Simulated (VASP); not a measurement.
# Cu (I4/mmm) in VASP: a series of runs, part 2 of 2

VASP 6.6.1. Earlier steps stand in the parts before.

### Step 4. Single point, PBE (10.72 Å³/atom)

This run uses another cell than the first one, of 10.72 Å³/atom.

Input file INCAR:

```
ALGO = Normal ; EDIFF = 1E-7
ENCUT = 520 ; GGA = PE
ISIF = 2 ; ISMEAR = 0
LASPH = T ; LCHARG = F
LREAL = F ; LWAVE = F
NBANDS = 12 ; NELM = 100
PREC = Accurate ; SIGMA = 0.15
```

Input file KPOINTS:

```
k-points
0
Gamma
  24 24 24
```

Input file POSCAR:

```
Cu
1.0
   -1.3629978198      1.3629978198      1.4424605927
    1.3629978198     -1.3629978198      1.4424605927
    1.3629978198      1.3629978198     -1.4424605927
Cu
1
Direct
    0.0000000000      0.0000000000      0.0000000000
```

Potentials or basis: VASP PAW PBE potentials, release 64 (Cu).

Launch:

```bash
> cat potpaw_PBE.64/Cu/POTCAR > POTCAR
> mpirun -np 1 vasp_std > vasp.out
```

OUTCAR:

```text
EDIFF = 1E-7
   ENCUT = 520
   GGA = PE
   ISIF = 2
   ISMEAR = 0
   LASPH = T
   LREAL = F
   NELM = 100
   PREC = Accurate

 ion  position               nearest neighbor table
   1  0.000  0.000  0.000-

  LATTYP: Found a body centered tetragonal cell.
 ALAT       =     2.7259956396
 C/A-ratio  =     1.0583000000

  Lattice vectors:

 A1 = (  -1.3629978198,   1.3629978198,   1.4424605927)
 A2 = (   1.3629978198,  -1.3629978198,   1.4424605927)
 A3 = (   1.3629978198,   1.3629978198,  -1.4424605927)

Analysis of symmetry for initial positions (statically):
=====================================================================
 Subroutine PRICEL returns:
 Original cell was already a primitive cell.

 Routine SETGRP: Setting up the symmetry group for a
 body centered tetragonal supercell.

 Subroutine GETGRP returns: Found 16 space group operations
 (whereof 16 operations were pure point group operations)
 out of a pool of 16 trial point group operations.

The static configuration has the point symmetry D_4h.

Analysis of symmetry for dynamics (positions and initial velocities):
=====================================================================
 Subroutine PRICEL returns:
 Original cell was already a primitive cell.

 Routine SETGRP: Setting up the symmetry group for a
 body centered tetragonal supercell.

 Subroutine GETGRP returns: Found 16 space group operations
 (whereof 16 operations were pure point group operations)
 out of a pool of 16 trial point group operations.

The dynamic configuration has the point symmetry D_4h.

 Subroutine INISYM returns: Found 16 space group operations
 (whereof 16 operations are pure point group operations),
 and found     1 'primitive' translations

----------------------------------------------------------------------------------------

                                     Primitive cell

  volume of cell :      10.7190

  direct lattice vectors                    reciprocal lattice vectors
    -1.362997820  1.362997820  1.442460593     0.000000000  0.366838444  0.346629920
     1.362997820 -1.362997820  1.442460593     0.366838444  0.000000000  0.346629920
     1.362997820  1.362997820 -1.442460593     0.366838444  0.366838444  0.000000000

  length of vectors
     2.407533733  2.407533733  2.407533733     0.504700650  0.504700650  0.518787903

  position of ions in fractional coordinates (direct lattice)
     0.000000000  0.000000000  0.000000000

  ion indices of the primitive-cell ions
   primitive index   ion index
                 1           1

----------------------------------------------------------------------------------------

 KPOINTS: k-points

Automatic generation of k-mesh.
 Grid dimensions read from file:
 generate k-points for:   24   24   24

 Generating k-lattice:

  Cartesian coordinates                     Fractional coordinates (reciprocal lattice)
     0.000000000  0.015284935  0.014442913     0.041666667  0.000000000  0.000000000
     0.015284935  0.000000000  0.014442913     0.000000000  0.041666667  0.000000000
     0.015284935  0.015284935  0.000000000     0.000000000  0.000000000  0.041666667

  Length of vectors
     0.021029194  0.021029194  0.021616163

  Shift w.r.t. Gamma in fractional coordinates (k-lattice)
     0.000000000  0.000000000  0.000000000

 Subroutine IBZKPT returns following result:
 ===========================================

 Found   1063 irreducible k-points:

 Following reciprocal coordinates:
            Coordinates               Weight
  0.000000  0.000000  0.000000      1.000000
  0.041667  0.000000 -0.000000      8.000000
  0.083333  0.000000 -0.000000      8.000000
  0.125000  0.000000  0.000000      8.000000
  0.166667  0.000000  0.000000      8.000000
  0.208333  0.000000 -0.000000      8.000000
[... 16 lines left out ...]
  0.416667  0.041667  0.000000     16.000000
  0.458333  0.041667 -0.000000     16.000000
 [... further k-points ...]
   k-points           NKPTS =   1063   k-points in BZ     NKDIM =   1063   number of bands    NBANDS=     12
   number of dos      NEDOS =    301   number of ions     NIONS =      1
   total plane-waves  NPLWV =   5832
   dimension x,y,z NGX =    18 NGY =   18 NGZ =   18
   dimension x,y,z NGXF=    36 NGYF=   36 NGZF=   36
   ions per type =               1
   NGX,Y,Z   is equivalent  to a cutoff of  12.43, 12.43, 12.43 a.u.
   NGXF,Y,Z  is equivalent  to a cutoff of  24.86, 24.86, 24.86 a.u.
 SYSTEM =  unknown system
   PREC   = accura    normal or accurate (medium, high low for compatibility)
   ISTART =      0    job   : 0-new  1-cont  2-samecut
   ICHARG =      2    charge: 1-file 2-atom 10-const
   ISPIN  =      1    spin polarized calculation?
   LNONCOLLINEAR =      F non collinear calculations
   LSORBIT =      F    spin-orbit coupling
   LASPH  =      T    aspherical Exc in radial PAW
   ENCUT  =  520.0 eV  38.22 Ry    6.18 a.u.   4.48  4.48  4.48*2*pi/ulx,y,z
   NELM   =    100;   NELMIN=  2; NELMDL= -5     # of ELM steps
   EDIFF  = 0.1E-06   stopping-criterion for ELM
   LREAL  =      F    real-space projection
   EDIFFG = 0.1E-05   stopping-criterion for IOM
   NSW    =      0    number of steps for IOM
   IBRION =     -1    ionic relax: 0-MD 1-quasi-New 2-CG
   NFREE  =      0    steps in history (QN), initial steepest desc. (CG)
   ISIF   =      2    stress and relaxation
   ISYM   =      2    0-nonsym 1-usesym 2-fastsym
   POTIM  = 0.5000    time-step for ionic-motion
   TEBEG  =    0.0;   TEEND  =   0.0 temperature during run
   PSTRESS=    0.0 pullay stress
   NELECT =      11.0000    total number of electrons
   NUPDOWN=      -1.0000    fix difference up-down
   EMIN   =  10.00;   EMAX   =-10.00  energy-range for DOS
   EFERMI =   0.00;   METHOD = LEGACY
   ISMEAR =     0;   SIGMA  =   0.15  broadening in eV -4-tet -1-fermi 0-gaus
   EFERMI_NEDOS =   21; number of points for ismear=-14 and -15
   IALGO  =     38    algorithm
   IMIX   =      4    mixing-type and parameters
     AMIX     =   0.40;   BMIX     =  1.00
     AMIX_MAG =   1.60;   BMIX_MAG =  1.00
  volume/ion in A,a.u.               =      10.72        72.34
  Fermi-wavevector in a.u.,A,eV,Ry     =   1.651281  3.120469 37.099397  2.726729
  Thomas-Fermi vector in A             =   2.740087
   LORBIT       =      0    0 simple, 1 ext, 2 COOP (PROOUT), +10 PAW based schemes
   GGA     = PE    functional components
   LHFCALC =     F    Hartree Fock is set to
   AEXX    =    0.0000 exact exchange contribution
   IVDW    =     0    specifies the selected vdW correction
   LEPSILON=     F    determine dielectric tensor
   LRPA    =     F    only Hartree local field effects (RPA)
 non-spin polarized calculation
 Gauss-broadening in eV      SIGMA  =   0.15
  energy-cutoff  :      520.00
  volume of cell :       10.72
 maximum number of plane-waves:       301
 NGX is ok and might be reduce to    18
   NGX =  9   NGY =  9   NGZ =  9

 number of electron      11.0000010 magnetization

 Free energy of the ion-electron system (eV)
  ---------------------------------------------------
  ext. energy  EPLUGINS =         0.00000000
  ---------------------------------------------------
  free energy    TOTEN  =        -3.61430792 eV

  energy without entropy =       -3.61034252  energy(sigma->0) =       -3.61232522

 E-fermi :   8.8806     XC(G=0): -13.3005

 val. band max:        8.8802716202   @ k =   0.5000   0.3333   0.0833
 cond. band min:       8.8822373963   @ k =   0.5000   0.1250   0.0000
 fundamental gap:      0.0019657761
 Fermi energy:         8.8806374261

 k-point     1 :       0.0000    0.0000    0.0000
  band No.  band energies     occupation
      1      -1.2588      2.00000
      2       5.3533      2.00000
      3       5.3533      2.00000
      4       5.5898      2.00000
      5       6.4456      2.00000
      6       6.6920      2.00000
      7      34.0427      0.00000
      8      35.1680      0.00000
      9      35.1680      0.00000
     10      38.6579      0.00000
     11      38.8508      0.00000
     12      39.9105      0.00000
[... 331 lines left out ...]
 k-point    24 :       0.4583    0.0417   -0.0000
  band No.  band energies     occupation
      1       3.2497      2.00000
      2       4.7138      2.00000
      3       6.3909      2.00000
      4       6.6407      2.00000
      5       7.1667      2.00000
      6       8.1530      2.00000
      7      13.7188      0.00000
      8      27.0755      0.00000
      9      28.0642      0.00000
     10      32.4815      0.00000
     11      35.7899      0.00000
     12      42.5779      0.00000

 [... further k-points ...]
[... 5 lines left out ...]
  --------------------------------------------------------------------------------------
  -------------------------------------------------------------------------------------
  Total        1.4124381      1.4124381      1.4787426      0.0000000      0.0000000      0.0000000
  in kB      211.1182369    211.1182369    221.0288098      0.0000000      0.0000000      0.0000000
  external PRESSURE =     214.4217612 kB  Pullay stress =       0.0000000 kB

 VOLUME and BASIS-vectors are now :
 -----------------------------------------------------------------------------
  energy-cutoff  :      520.00
  volume of cell :       10.72
      direct lattice vectors                 reciprocal lattice vectors
    -1.362997820  1.362997820  1.442460593     0.000000000  0.366838444  0.346629920
     1.362997820 -1.362997820  1.442460593     0.366838444  0.000000000  0.346629920
     1.362997820  1.362997820 -1.442460593     0.366838444  0.366838444  0.000000000

 POSITION                                       TOTAL-FORCE (eV/Angst)
 -----------------------------------------------------------------------------------
      0.00000      0.00000      0.00000         0.000000      0.000000      0.000000
 -----------------------------------------------------------------------------------
    total drift:                               -0.000000     -0.000000      0.000000

  FREE ENERGIE OF THE ION-ELECTRON SYSTEM (eV)
  ---------------------------------------------------
  free  energy   TOTEN  =        -3.6143079233 eV

  energy  without entropy=       -3.6103425165  energy(sigma->0) =       -3.61232522
```

stdout:

```text
POSCAR found type information on POSCAR Cu
 POSCAR found :  1 types and       1 ions
 scaLAPACK will be used
 LDA part: xc-table for (Slater+PW92), standard interpolation
 POSCAR, INCAR and KPOINTS ok, starting setup
 FFT: planning ... GRIDC
 FFT: planning ... GRID_SOFT
 FFT: planning ... GRID
 WAVECAR not read
 entering main loop
```

It took 63 s on 1 thread of AMD EPYC 9R45 (Zen 5), shared host; peak memory 0.2 GiB.

What came out:

| Property | Result |
| --- | --- |
| Free energy | -3.6143 eV |
| Pressure | 21.4 GPa |
| Band gap on the k mesh | zero (an odd number of electrons rules out a gap without spin polarisation) |

Levels at points of the mesh, in eV from the Fermi level:
```tsv
k point	band 3	band 4	band 5	band 6	band 7	band 8	band 9	band 10
(0.00, 0.00, 0.00)	-3.53	-3.29	-2.44	-2.19	25.16	26.29	26.29	29.78
(0.50, 0.00, 0.00)	-2.49	-2.14	-1.47	-1.01	4.68	18.80	19.41	23.06
(0.50, 0.50, 0.00)	-2.17	-2.09	-1.42	-0.55	5.31	17.33	17.66	21.67
(0.50, 0.50, 0.50)	-1.68	-1.62	-1.62	7.17	9.39	9.39	13.47	14.94
```

Caveat: the cell stands under pressure.

### Step 5. Single point, PBE (10.72 Å³/atom)

This run uses another cell than the first one, of 10.72 Å³/atom.

Input file INCAR:

```
SYSTEM = Cu
PREC     = Accurate       ! precision mode
ENCUT    = 520            ! plane-wave cutoff, eV
EDIFF    = 1E-6           ! SCF threshold, eV
ISMEAR   = 0              ! smearing method
SIGMA    = 0.15           ! smearing width, eV
LREAL    = .False.        ! projectors in reciprocal space
LASPH    = .True.         ! aspherical terms in the spheres
NELM     = 60             ! most SCF steps
ALGO     = Fast           ! electronic algorithm
ISIF     = 2              ! what is computed and relaxed
LWAVE    = .False.        ! write WAVECAR
LCHARG   = .False.        ! write CHGCAR
GGA      = PE             ! functional
NBANDS   = 12             ! bands
```

Input file KPOINTS:

```
Automatic mesh
0
Gamma
  24 24 24
  0 0 0
```

Input file POSCAR:

```
Cu
1.0
   -1.3813849647      1.3813849647      1.4043159551
    1.3813849647     -1.3813849647      1.4043159551
    1.3813849647      1.3813849647     -1.4043159551
Cu
1
Direct
    0.0000000000      0.0000000000      0.0000000000
```

Launch:

```bash
> cat potpaw_PBE.64/Cu/POTCAR > POTCAR
> mpirun -np 1 vasp_std > vasp.out
```

Wall time 80 s (1 thread of AMD EPYC 9R45 (Zen 5), shared host); peak memory 0.21 GiB.

Results (log left out):

```yaml
Free_energy: -3.6134 eV
Pressure: 21.9 GPa
Band_gap_on_the_k_mesh: zero (an odd number of electrons rules out a gap without spin polarisation)
```

Stress tensor (GPa, compression positive):
```
21.90  0.00  0.00
 0.00 21.90  0.00
 0.00  0.00 21.99
```

Levels at points of the mesh, in eV from the Fermi level:
| k point | band 4 | band 5 | band 6 | band 7 | band 8 | band 9 |
| --- | --- | --- | --- | --- | --- | --- |
| (0.00, 0.00, 0.00) | -3.41 | -2.33 | -2.25 | 25.73 | 26.10 | 26.10 |
| (0.50, 0.00, 0.00) | -2.16 | -1.44 | -0.91 | 4.82 | 18.43 | 18.96 |
| (0.50, 0.50, 0.00) | -2.14 | -1.43 | -0.77 | 5.00 | 18.00 | 18.45 |
| (0.50, 0.50, 0.50) | -1.63 | -1.63 | 8.19 | 8.85 | 8.85 | 14.13 |

Caveat: the cell stands under pressure.

### Step 6. Single point, PBE (10.72 Å³/atom)

This run uses another cell than the first one, of 10.72 Å³/atom.

Input file INCAR:

```
SYSTEM = Cu
ALGO     = Normal         ! electronic algorithm
EDIFF    = 1E-6           ! SCF threshold, eV
ENCUT    = 520            ! plane-wave cutoff, eV
GGA      = PE             ! functional
ISIF     = 2              ! what is computed and relaxed
ISMEAR   = 0              ! smearing method
LASPH    = .TRUE.         ! aspherical terms in the spheres
LCHARG   = .FALSE.        ! write CHGCAR
LREAL    = .FALSE.        ! projectors in reciprocal space
LWAVE    = .FALSE.        ! write WAVECAR
NBANDS   = 12             ! bands
NELM     = 100            ! most SCF steps
PREC     = Accurate       ! precision mode
SIGMA    = 0.15           ! smearing width, eV
```

Input file KPOINTS:

```
k-points
0
G
  24 24 24
  0 0 0
```

Input file POSCAR:

```
Cu
1.0
   -1.4189181492      1.4189181492      1.3310047094
    1.4189181492     -1.4189181492      1.3310047094
    1.4189181492      1.4189181492     -1.3310047094
Cu
1
Direct
    0.0000000000      0.0000000000      0.0000000000
```

Potentials or basis: VASP PAW PBE potentials, release 64 (Cu).

Launch:

```bash
> cat potpaw_PBE.64/Cu/POTCAR > POTCAR
> mpirun -np 1 vasp_std > vasp.out
```

It took 60 s on 1 thread of AMD EPYC 9R45 (Zen 5), shared host; peak memory 0.2 GiB.

It converged, with:

| Quantity | Value |
| --- | --- |
| Free energy | -3.6129 eV |
| Pressure | 21.5 GPa |
| Band gap on the k mesh | zero (an odd number of electrons rules out a gap without spin polarisation) |

Stress tensor (GPa, compression positive):
```
21.30  0.00  0.00
 0.00 21.30  0.00
 0.00  0.00 21.99
```

Levels at points of the mesh, in eV from the Fermi level:
| k point | band 3 | band 4 | band 5 | band 6 | band 7 | band 8 | band 9 | band 10 |
| --- | --- | --- | --- | --- | --- | --- | --- | --- |
| (0.00, 0.00, 0.00) | -3.34 | -3.34 | -2.47 | -2.15 | 25.29 | 25.29 | 27.08 | 29.82 |
| (0.50, 0.00, 0.00) | -2.32 | -2.02 | -1.44 | -0.67 | 5.15 | 17.75 | 18.16 | 22.07 |
| (0.50, 0.50, 0.00) | -2.55 | -2.24 | -1.47 | -1.20 | 4.41 | 19.46 | 20.21 | 23.70 |
| (0.50, 0.50, 0.50) | -1.66 | -1.66 | -1.58 | 7.79 | 7.79 | 10.42 | 13.67 | 14.55 |

Caveat: the cell stands under pressure.

### Step 7. Single point, PBE

This run uses another cell than the first one, of 12.00 Å³/atom.

Input file INCAR:

```
SYSTEM = Cu
PREC = Accurate
ENCUT = 600
EDIFF = 1E-6
ISMEAR = 0
SIGMA = 0.15
LREAL = .False.
LASPH = .True.
NELM = 120
ALGO = Normal
ISIF = 2
LWAVE = .False.
LCHARG = .True.
GGA = PE
LELF = .True.
LVHAR = .True.
NBANDS = 12
GGA_COMPAT = .False.
```

Input file KPOINTS:

```
Automatic mesh
0
Gamma
  24 24 24
  0 0 0
```

Input file POSCAR:

```
Cu
1.0
   -1.4152000519      1.4152000519      1.4977062149
    1.4152000519     -1.4152000519      1.4977062149
    1.4152000519      1.4152000519     -1.4977062149
Cu
1
Direct
    0.0000000000      0.0000000000      0.0000000000
```

Launch:

```bash
> cat potpaw_PBE.64/Cu/POTCAR > POTCAR
> mpirun -np 1 vasp_std > vasp.out
```

Wall time 2.6 min (1 thread of AMD EPYC 7R43 (Zen 3), shared host); peak memory 0.25 GiB.

Results (log left out):

```
Free energy            : -3.6945 eV
Pressure               : 0.7 GPa
Band gap on the k mesh : zero (an odd number of electrons rules out a gap without spin polarisation)
```

Stress tensor (GPa, compression positive):
```
0.38 0.00 0.00
0.00 0.38 0.00
0.00 0.00 1.35
```

Levels at points of the mesh, in eV from the Fermi level:
```
           k point  band 3  band 4  band 5  band 6  band 7  band 8  band 9  band 10
(0.00, 0.00, 0.00)   -3.12   -2.92   -2.19   -1.99   24.15   25.12   25.12    27.22
(0.50, 0.00, 0.00)   -2.24   -1.95   -1.38   -0.68    4.07   17.87   17.92    21.63
(0.50, 0.50, 0.00)   -1.97   -1.90   -1.34   -0.26    4.66   16.33   16.43    20.31
(0.50, 0.50, 0.50)   -1.56   -1.51   -1.51    6.78    8.84    8.84   12.58    14.04
```

### Step 8. Summary

| cell | cutoff (eV) | gap on the mesh (eV) | pressure (GPa) |
| --- | --- | --- | --- |
| a = 2.357 Å, angles 109.9, 109.9, 108.6°, 1 atom | 520 | none | 38.2 |
| a = 2.406 Å, angles 108.8, 108.8, 110.8°, 1 atom | 520 | none | 21.4 |
| a = 2.408 Å, angles 111.0, 111.0, 106.4°, 1 atom | 520 | none | 21.4 |
| a = 2.406 Å, angles 109.9, 109.9, 108.6°, 1 atom | 520 | none | 21.9 |
| a = 2.408 Å, angles 107.8, 107.8, 112.9°, 1 atom | 520 | none | 21.5 |
| a = 2.500 Å, angles 111.0, 111.0, 106.4°, 1 atom | 600 | none | 0.7 |

Alike in all rows: task single point; level PBE; potentials or basis VASP PAW PBE potentials, release 64 (Cu); no spin polarisation; k mesh 24 × 24 × 24; smearing gaussian 0.15 eV.

Caveats: the cell stands under pressure (at least some runs).

Absolute energies hang on the potentials; compare differences alone.
